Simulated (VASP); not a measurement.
# CdS (I4/mmm) in VASP: a series of runs

CdS is run at these levels: LDA; tasks: single point.

All numbers are computed with VASP 6.6.1; they aren't measurements. Logs are shortened: lines on timing, memory, paths and dates and some standing lists are left out, and cuts for length are marked.

## 1. The cell of the first run

Symmetry: I4/mmm, No. 139, tetragonal system. The conventional cell has a = 3.835 Å, b = 3.835 Å, c = 5.506 Å, α = 90.00°, β = 90.00°, γ = 90.00°. Cd (site symmetry 4/mmm) has 6 S at 2.71 to 2.75 Å within 3.6 Å. Within 3.6 Å of S (site symmetry 4/mmm) lie 6 Cd at 2.71 to 2.75 Å.

## 2. Single point, LDA (strain -0.015 along x and y, +0.000 along z)

INCAR

```
ALGO     = Normal         # electronic algorithm
EDIFF    = 1E-7           # SCF threshold, eV
ENCUT    = 520            # plane-wave cutoff, eV
GGA      = CA             # functional
ISIF     = 2              # what is computed and relaxed
ISMEAR   = 0              # smearing method
LASPH    = T              # aspherical terms in the spheres
LCHARG   = F              # write CHGCAR
LREAL    = F              # projectors in reciprocal space
LWAVE    = F              # write WAVECAR
NBANDS   = 16             # bands
NELM     = 80             # most SCF steps
PREC     = Accurate       # precision mode
SIGMA    = 0.15           # smearing width, eV
```

KPOINTS

```
k-points
0
Gamma
  16 16 16
```

POSCAR

```
CdS
1.0
    0.0000000000      2.7119453400      2.7532440000
    2.7119453400      0.0000000000      2.7532440000
    2.7119453400      2.7119453400      0.0000000000
Cd S
1 1
Direct
    0.0000000000      0.0000000000      0.0000000000
    0.5000000000      0.5000000000      0.5000000000
```

Potentials or basis: VASP PAW LDA potentials, release 64 (Cd, S).

Started as:

```bash
$ cat potpaw_LDA.64/Cd/POTCAR potpaw_LDA.64/S/POTCAR > POTCAR
$ mpirun -np 1 vasp_std > vasp.out
```

OUTCAR:

```text
EDIFF = 1E-7
   ENCUT = 520
   GGA = CA
   ISIF = 2
   ISMEAR = 0
   LASPH = T
   LREAL = F
   NELM = 80
   PREC = Accurate

 ion  position               nearest neighbor table
   1  0.000  0.000  0.000-   2 2.71   2 2.71   2 2.71   2 2.71   2 2.75   2 2.75
   2  0.500  0.500  0.500-   1 2.71   1 2.71   1 2.71   1 2.71   1 2.75   1 2.75

  LATTYP: Found a body centered tetragonal cell.
 ALAT       =     3.8352698802
 C/A-ratio  =     1.4357498095

  Lattice vectors:

 A1 = (  -2.7119453400,   0.0000000000,   2.7532440000)
 A2 = (   2.7119453400,   0.0000000000,   2.7532440000)
 A3 = (   0.0000000000,   2.7119453400,  -2.7532440000)

Analysis of symmetry for initial positions (statically):
=====================================================================
 Subroutine PRICEL returns:
 Original cell was already a primitive cell.

 Routine SETGRP: Setting up the symmetry group for a
 body centered tetragonal supercell.

 Subroutine GETGRP returns: Found 16 space group operations
 (whereof 16 operations were pure point group operations)
 out of a pool of 16 trial point group operations.

The static configuration has the point symmetry D_4h.

Analysis of symmetry for dynamics (positions and initial velocities):
=====================================================================
 Subroutine PRICEL returns:
 Original cell was already a primitive cell.

 Routine SETGRP: Setting up the symmetry group for a
 body centered tetragonal supercell.

 Subroutine GETGRP returns: Found 16 space group operations
 (whereof 16 operations were pure point group operations)
 out of a pool of 16 trial point group operations.

The dynamic configuration has the point symmetry D_4h.

 Subroutine INISYM returns: Found 16 space group operations
 (whereof 16 operations are pure point group operations),
 and found     1 'primitive' translations

----------------------------------------------------------------------------------------

                                     Primitive cell

  volume of cell :      40.4983

  direct lattice vectors                    reciprocal lattice vectors
     0.000000000  2.711945340  2.753244000    -0.184369498  0.184369498  0.181603955
     2.711945340  0.000000000  2.753244000     0.184369498 -0.184369498  0.181603955
     2.711945340  2.711945340  0.000000000     0.184369498  0.184369498 -0.181603955

  length of vectors
     3.864582778  3.864582778  3.835269880     0.317748674  0.317748674  0.317748674
[... 81 lines left out ...]
   EDIFF  = 0.1E-06   stopping-criterion for ELM
   LREAL  =      F    real-space projection
   EDIFFG = 0.1E-05   stopping-criterion for IOM
   NSW    =      0    number of steps for IOM
   IBRION =     -1    ionic relax: 0-MD 1-quasi-New 2-CG
   NFREE  =      0    steps in history (QN), initial steepest desc. (CG)
   ISIF   =      2    stress and relaxation
   ISYM   =      2    0-nonsym 1-usesym 2-fastsym
   POTIM  = 0.5000    time-step for ionic-motion
   TEBEG  =    0.0;   TEEND  =   0.0 temperature during run
   PSTRESS=    0.0 pullay stress
   NELECT =      18.0000    total number of electrons
   NUPDOWN=      -1.0000    fix difference up-down
   EMIN   =  10.00;   EMAX   =-10.00  energy-range for DOS
   EFERMI =   0.00;   METHOD = LEGACY
   ISMEAR =     0;   SIGMA  =   0.15  broadening in eV -4-tet -1-fermi 0-gaus
   EFERMI_NEDOS =   21; number of points for ismear=-14 and -15
   IALGO  =     38    algorithm
   IMIX   =      4    mixing-type and parameters
     AMIX     =   0.40;   BMIX     =  1.00
     AMIX_MAG =   1.60;   BMIX_MAG =  1.00
  volume/ion in A,a.u.               =      20.25       136.65
  Fermi-wavevector in a.u.,A,eV,Ry     =   1.249358  2.360944 21.237263  1.560895
  Thomas-Fermi vector in A             =   2.383402
   LORBIT       =      0    0 simple, 1 ext, 2 COOP (PROOUT), +10 PAW based schemes
   GGA     = CA    functional components
   LHFCALC =     F    Hartree Fock is set to
   AEXX    =    0.0000 exact exchange contribution
   IVDW    =     0    specifies the selected vdW correction
   LEPSILON=     F    determine dielectric tensor
   LRPA    =     F    only Hartree local field effects (RPA)
 non-spin polarized calculation
 Gauss-broadening in eV      SIGMA  =   0.15
  energy-cutoff  :      520.00
  volume of cell :       40.50
 maximum number of plane-waves:      1108
 NGX is ok and might be reduce to    30
   NGX = 15   NGY = 15   NGZ = 15

 number of electron      18.0000003 magnetization

 Free energy of the ion-electron system (eV)
  ---------------------------------------------------
  ext. energy  EPLUGINS =         0.00000000
  ---------------------------------------------------
  free energy    TOTEN  =        -7.23513913 eV

  energy without entropy =       -7.23371082  energy(sigma->0) =       -7.23442498

 E-fermi :   3.0322     XC(G=0): -10.8058

 val. band max:        2.9171944750   @ k =   0.5000   0.5000   0.0000
 cond. band min:       3.0527299348   @ k =   0.4375   0.0000   0.4375
 fundamental gap:      0.1355354598
 Fermi energy:         3.0322371594

 k-point     1 :       0.0000    0.0000    0.0000
  band No.  band energies     occupation
      1     -10.0080      2.00000
      2      -4.8301      2.00000
      3      -4.8219      2.00000
      4      -4.8161      2.00000
      5      -4.8068      2.00000
      6      -4.8068      2.00000
[... 433 lines left out ...]
      3      -4.8460      2.00000
      4      -4.8182      2.00000
      5      -4.7954      2.00000
      6      -4.7943      2.00000
[... 8 lines left out ...]
     15      13.6711      0.00000
     16      14.0702      0.00000

 [... further k-points ...]

------------------------ aborting loop because EDIFF is reached ----------------------------------------

  FORCE on cell =-STRESS in cart. coord.  units (eV):
  Direction    XX          YY          ZZ          XY          YZ          ZX
  --------------------------------------------------------------------------------------
  -------------------------------------------------------------------------------------
  Total       -1.0185714     -1.0185714     -1.2712955      0.0000000     -0.0000000      0.0000000
  in kB      -40.2963302    -40.2963302    -50.2945041      0.0000000     -0.0000000      0.0000000
  external PRESSURE =     -43.6290548 kB  Pullay stress =       0.0000000 kB

 VOLUME and BASIS-vectors are now :
 -----------------------------------------------------------------------------
  energy-cutoff  :      520.00
  volume of cell :       40.50
      direct lattice vectors                 reciprocal lattice vectors
     0.000000000  2.711945340  2.753244000    -0.184369498  0.184369498  0.181603955
     2.711945340  0.000000000  2.753244000     0.184369498 -0.184369498  0.181603955
     2.711945340  2.711945340  0.000000000     0.184369498  0.184369498 -0.181603955

 POSITION                                       TOTAL-FORCE (eV/Angst)
 -----------------------------------------------------------------------------------
      0.00000      0.00000      0.00000        -0.000000      0.000000     -0.000000
      2.71195      2.71195      2.75324         0.000000     -0.000000      0.000000
 -----------------------------------------------------------------------------------
    total drift:                               -0.000000      0.000000      0.000000

  FREE ENERGIE OF THE ION-ELECTRON SYSTEM (eV)
  ---------------------------------------------------
  free  energy   TOTEN  =        -7.2351391339 eV

  energy  without entropy=       -7.2337108226  energy(sigma->0) =       -7.23442498
```

OSZICAR:

```text
N       E                     dE             d eps       ncg     rms          rms(c)
DAV:   1     0.107320116515E+03    0.10732E+03   -0.93260E+03 11560   0.106E+03
DAV:   2    -0.396900789369E+01   -0.11129E+03   -0.10366E+03 13640   0.259E+02
DAV:   3    -0.776372378283E+01   -0.37947E+01   -0.37870E+01 13776   0.495E+01
DAV:   4    -0.778163482902E+01   -0.17911E-01   -0.17910E-01 13960   0.341E+00
DAV:   5    -0.778180179128E+01   -0.16696E-03   -0.16696E-03 13872   0.320E-01    0.762E+00
DAV:   6    -0.727025258477E+01    0.51155E+00   -0.81223E-01 15424   0.118E+01    0.636E+00
DAV:   7    -0.724115437097E+01    0.29098E-01   -0.12876E-01 14592   0.270E+00    0.318E+00
DAV:   8    -0.723550186299E+01    0.56525E-02   -0.15914E-02 12176   0.153E+00    0.228E-01
DAV:   9    -0.723514656965E+01    0.35529E-03   -0.14399E-03 15096   0.563E-01    0.436E-02
DAV:  10    -0.723513548781E+01    0.11082E-04   -0.14864E-04 13232   0.139E-01    0.427E-02
DAV:  11    -0.723514175324E+01   -0.62654E-05   -0.20543E-05 13872   0.421E-02    0.105E-02
DAV:  12    -0.723513909165E+01    0.26616E-05   -0.63810E-06 14512   0.284E-02    0.408E-03
DAV:  13    -0.723513913394E+01   -0.42292E-07   -0.55950E-07 12104   0.580E-03
   1 F= -.72351391E+01 E0= -.72344250E+01  d E =-.142831E-02
```

It took 3.6 min on 1 thread of AMD EPYC 7R13 (Zen 3), shared host; peak memory 0.29 GiB.

What came out:

* Free energy: -7.2351 eV
* Pressure: -4.4 GPa
* Band gap on the k mesh: zero (bands 9 and 10 overlap by 0.06 eV)

Stress tensor (GPa, compression positive):
```
-4.03  0.00  0.00
 0.00 -4.03  0.00
 0.00  0.00 -5.03
```

Levels at points of the mesh, in eV from the Fermi level:
```
           k point  band 5  band 6  band 7  band 8  band 9  band 10  band 11  band 12  band 13  band 14
(0.00, 0.00, 0.00)   -7.84   -7.84   -0.98   -0.98   -0.89     0.57     8.95     9.03     9.03    10.77
(0.50, 0.00, 0.00)   -7.63   -7.63   -5.17   -0.21   -0.13     3.13     5.47     5.62     6.55    11.96
(0.50, 0.50, 0.00)   -7.56   -6.86   -4.56   -2.36   -2.36    -0.12     5.80     9.46    10.99    10.99
(0.50, 0.00, 0.50)   -7.55   -6.83   -4.57   -2.48   -2.34    -0.19     5.72     9.60    10.71    11.07
```

Caveat: the cell differs from its parent crystal (strain -0.015 along x and y, +0.000 along z); the cell stands under tension; semilocal functionals underestimate gaps, and a narrow one can read as zero.

## 3. Single point, LDA (strain -0.015 along x and y, +0.030 along z)

INCAR

```
PREC = Accurate
ENCUT = 520
EDIFF = 1E-7
ISMEAR = 0
SIGMA = 0.15
LREAL = F
LASPH = T
NELM = 100
ALGO = Normal
ISIF = 2
LWAVE = F
LCHARG = F
GGA = CA
NBANDS = 16
```

KPOINTS

```
Automatic mesh
0
Gamma
  16 16 16
```

POSCAR

```
CdS
1.0
    0.0000000000      2.7119453400      2.8358413200
    2.7119453400      0.0000000000      2.8358413200
    2.7119453400      2.7119453400      0.0000000000
Cd S
1 1
Direct
    0.0000000000      0.0000000000      0.0000000000
    0.5000000000      0.5000000000      0.5000000000
```

Potentials or basis: VASP PAW LDA potentials, release 64 (Cd, S).

Started as:

```bash
$ cat potpaw_LDA.64/Cd/POTCAR potpaw_LDA.64/S/POTCAR > POTCAR
$ mpirun -np 1 vasp_std > vasp.out
```

It took 3.6 min on 1 thread of AMD EPYC 7R13 (Zen 3), shared host; peak memory 0.3 GiB.

Results (log left out):

* Free energy: -7.1869 eV
* Pressure: -6.1 GPa
* Band gap on the k mesh: zero (bands 9 and 10 overlap by 0.17 eV)

Stress tensor (GPa, compression positive):
```
-5.32  0.00  0.00
 0.00 -5.32  0.00
 0.00  0.00 -7.56
```

Levels at points of the mesh, in eV from the Fermi level:
| k point | band 7 | band 8 | band 9 | band 10 | band 11 | band 12 |
| --- | --- | --- | --- | --- | --- | --- |
| (0.00, 0.00, 0.00) | -1.01 | -1.01 | -0.76 | 0.42 | 8.82 | 9.05 |
| (0.50, 0.00, 0.00) | -5.06 | -0.31 | -0.09 | 3.11 | 5.36 | 5.74 |
| (0.50, 0.50, 0.00) | -4.37 | -2.22 | -2.22 | -0.04 | 5.92 | 9.04 |
| (0.50, 0.00, 0.50) | -4.41 | -2.56 | -2.14 | -0.25 | 5.69 | 9.46 |

Caveat: the cell differs from its parent crystal (strain -0.015 along x and y, +0.030 along z); the cell stands under tension; semilocal functionals underestimate gaps, and a narrow one can read as zero.

## 4. Single point, LDA (strain +0.000 along x and y, +0.030 along z)

INCAR

```
PREC = Accurate ; ENCUT = 520
EDIFF = 1E-7 ; ISMEAR = 0
SIGMA = 0.15 ; LREAL = F
LASPH = T ; NELM = 100
ALGO = Normal ; ISIF = 2
LWAVE = F ; LCHARG = F
GGA = CA ; NBANDS = 16
```

KPOINTS

```
regular mesh
0
Gamma
  16 16 16
```

POSCAR

```
CdS
1.0
    0.0000000000      2.7532440000      2.8358413200
    2.7532440000      0.0000000000      2.8358413200
    2.7532440000      2.7532440000      0.0000000000
Cd S
1 1
Direct
    0.0000000000      0.0000000000      0.0000000000
    0.5000000000      0.5000000000      0.5000000000
```

Potentials or basis: VASP PAW LDA potentials, release 64 (Cd, S).

Started as:

```bash
$ cat potpaw_LDA.64/Cd/POTCAR potpaw_LDA.64/S/POTCAR > POTCAR
$ mpirun -np 1 vasp_std > vasp.out
```

OUTCAR:

```text
PREC = Accurate
   ENCUT = 520
   EDIFF = 1E-7
   ISMEAR = 0
   LREAL = F
   LASPH = T
   NELM = 100
   ISIF = 2
   GGA = CA

 ion  position               nearest neighbor table
   1  0.000  0.000  0.000-   2 2.75   2 2.75   2 2.75   2 2.75   2 2.84   2 2.84
   2  0.500  0.500  0.500-   1 2.75   1 2.75   1 2.75   1 2.75   1 2.84   1 2.84

  LATTYP: Found a body centered tetragonal cell.
 ALAT       =     3.8936750053
 C/A-ratio  =     1.4566399692

  Lattice vectors:

 A1 = (  -2.7532440000,   0.0000000000,   2.8358413200)
 A2 = (   2.7532440000,   0.0000000000,   2.8358413200)
 A3 = (   0.0000000000,   2.7532440000,  -2.8358413200)

Analysis of symmetry for initial positions (statically):
=====================================================================
 Subroutine PRICEL returns:
 Original cell was already a primitive cell.

 Routine SETGRP: Setting up the symmetry group for a
 body centered tetragonal supercell.

 Subroutine GETGRP returns: Found 16 space group operations
 (whereof 16 operations were pure point group operations)
 out of a pool of 16 trial point group operations.

The static configuration has the point symmetry D_4h.

Analysis of symmetry for dynamics (positions and initial velocities):
=====================================================================
 Subroutine PRICEL returns:
 Original cell was already a primitive cell.

 Routine SETGRP: Setting up the symmetry group for a
 body centered tetragonal supercell.

 Subroutine GETGRP returns: Found 16 space group operations
 (whereof 16 operations were pure point group operations)
 out of a pool of 16 trial point group operations.

The dynamic configuration has the point symmetry D_4h.

 Subroutine INISYM returns: Found 16 space group operations
 (whereof 16 operations are pure point group operations),
[... 112 lines left out ...]
   EFERMI_NEDOS =   21; number of points for ismear=-14 and -15
   IALGO  =     38    algorithm
   IMIX   =      4    mixing-type and parameters
     AMIX     =   0.40;   BMIX     =  1.00
     AMIX_MAG =   1.60;   BMIX_MAG =  1.00
  volume/ion in A,a.u.               =      21.50       145.07
  Fermi-wavevector in a.u.,A,eV,Ry     =   1.224706  2.314359 20.407448  1.499905
  Thomas-Fermi vector in A             =   2.359771
   LORBIT       =      0    0 simple, 1 ext, 2 COOP (PROOUT), +10 PAW based schemes
   GGA     = CA    functional components
   LHFCALC =     F    Hartree Fock is set to
   AEXX    =    0.0000 exact exchange contribution
   IVDW    =     0    specifies the selected vdW correction
   LEPSILON=     F    determine dielectric tensor
   LRPA    =     F    only Hartree local field effects (RPA)
 non-spin polarized calculation
 Gauss-broadening in eV      SIGMA  =   0.15
  energy-cutoff  :      520.00
  volume of cell :       42.99
 maximum number of plane-waves:      1183
 NGX is ok and might be reduce to    30
   NGX = 15   NGY = 15   NGZ = 15

 number of electron      17.9999999 magnetization

 Free energy of the ion-electron system (eV)
  ---------------------------------------------------
  ext. energy  EPLUGINS =         0.00000000
  ---------------------------------------------------
  free energy    TOTEN  =        -7.13530999 eV

  energy without entropy =       -7.13373548  energy(sigma->0) =       -7.13452273

 E-fermi :   2.4551     XC(G=0): -10.5182

 val. band max:        2.3674009227   @ k =   0.5000   0.5000   0.0000
 cond. band min:       2.4581395276   @ k =   0.4375   0.0000   0.4375
 fundamental gap:      0.0907386049
 Fermi energy:         2.4551175614

 k-point     1 :       0.0000    0.0000    0.0000
  band No.  band energies     occupation
      1     -10.1922      2.00000
      2      -5.3027      2.00000
      3      -5.2855      2.00000
      4      -5.2765      2.00000
      5      -5.2653      2.00000
      6      -5.2653      2.00000
[... 433 lines left out ...]
      3      -5.3083      2.00000
      4      -5.2750      2.00000
      5      -5.2662      2.00000
      6      -5.2550      2.00000
[... 8 lines left out ...]
     15      12.9028      0.00000
     16      13.0388      0.00000

 [... further k-points ...]

------------------------ aborting loop because EDIFF is reached ----------------------------------------

  FORCE on cell =-STRESS in cart. coord.  units (eV):
  Direction    XX          YY          ZZ          XY          YZ          ZX
  --------------------------------------------------------------------------------------
  -------------------------------------------------------------------------------------
  Total       -2.0242959     -2.0242959     -2.3256376      0.0000000     -0.0000000     -0.0000000
  in kB      -75.4367992    -75.4367992    -86.6665081      0.0000000     -0.0000000     -0.0000000
  external PRESSURE =     -79.1800355 kB  Pullay stress =       0.0000000 kB

 VOLUME and BASIS-vectors are now :
 -----------------------------------------------------------------------------
  energy-cutoff  :      520.00
  volume of cell :       42.99
      direct lattice vectors                 reciprocal lattice vectors
     0.000000000  2.753244000  2.835841320    -0.181603955  0.181603955  0.176314520
     2.753244000  0.000000000  2.835841320     0.181603955 -0.181603955  0.176314520
     2.753244000  2.753244000  0.000000000     0.181603955  0.181603955 -0.176314520

 POSITION                                       TOTAL-FORCE (eV/Angst)
 -----------------------------------------------------------------------------------
      0.00000      0.00000      0.00000        -0.000000      0.000000     -0.000000
      2.75324      2.75324      2.83584         0.000000     -0.000000      0.000000
 -----------------------------------------------------------------------------------
    total drift:                               -0.000000      0.000000      0.000000

  FREE ENERGIE OF THE ION-ELECTRON SYSTEM (eV)
  ---------------------------------------------------
  free  energy   TOTEN  =        -7.1353099930 eV

  energy  without entropy=       -7.1337354764  energy(sigma->0) =       -7.13452273
```

stdout:

```text
POSCAR found type information on POSCAR CdS
 POSCAR found :  2 types and       2 ions
 scaLAPACK will be used
 LDA part: xc-table for (Slater(with rela. corr.)+CA(PZ))
 , standard interpolation
 POSCAR, INCAR and KPOINTS ok, starting setup
 FFT: planning ... GRIDC
 FFT: planning ... GRID_SOFT
 FFT: planning ... GRID
 WAVECAR not read
 entering main loop
```

It took 4.2 min on 1 thread of AMD EPYC 7R13 (Zen 3), shared host; peak memory 0.31 GiB.

What came out:

```
Free energy            : -7.1353 eV
Pressure               : -7.9 GPa
Band gap on the k mesh : zero (bands 9 and 10 overlap by 0.11 eV)
```

Caveat: the cell differs from its parent crystal (strain +0.000 along x and y, +0.030 along z); the cell stands under tension; semilocal functionals underestimate gaps, and a narrow one can read as zero.

## 5. The runs side by side

| cell | gap on the mesh (eV) | pressure (GPa) |
| --- | --- | --- |
| a = 3.865, b = 3.865, c = 3.835 Å, angles 60.3, 60.3, 59.5°, 2 atoms | none | -4.4 |
| a = 3.924, b = 3.924, c = 3.835 Å, angles 60.7, 60.7, 58.5°, 2 atoms | none | -6.1 |
| a = 3.953, b = 3.953, c = 3.894 Å, angles 60.5, 60.5, 59.0°, 2 atoms | none | -7.9 |

Alike in all rows: task single point; level LDA; potentials or basis VASP PAW LDA potentials, release 64 (Cd, S); no spin polarisation; k mesh 16 × 16 × 16; cutoff (eV) 520; smearing gaussian 0.15 eV.

Caveats: the cell stands under tension; semilocal functionals underestimate gaps, and a narrow one can read as zero.

Total energies depend on the potentials used, so only differences within one code and one set of settings carry meaning.

The gap in the log of VASP goes by the Fermi energy; the results here count the filled bands.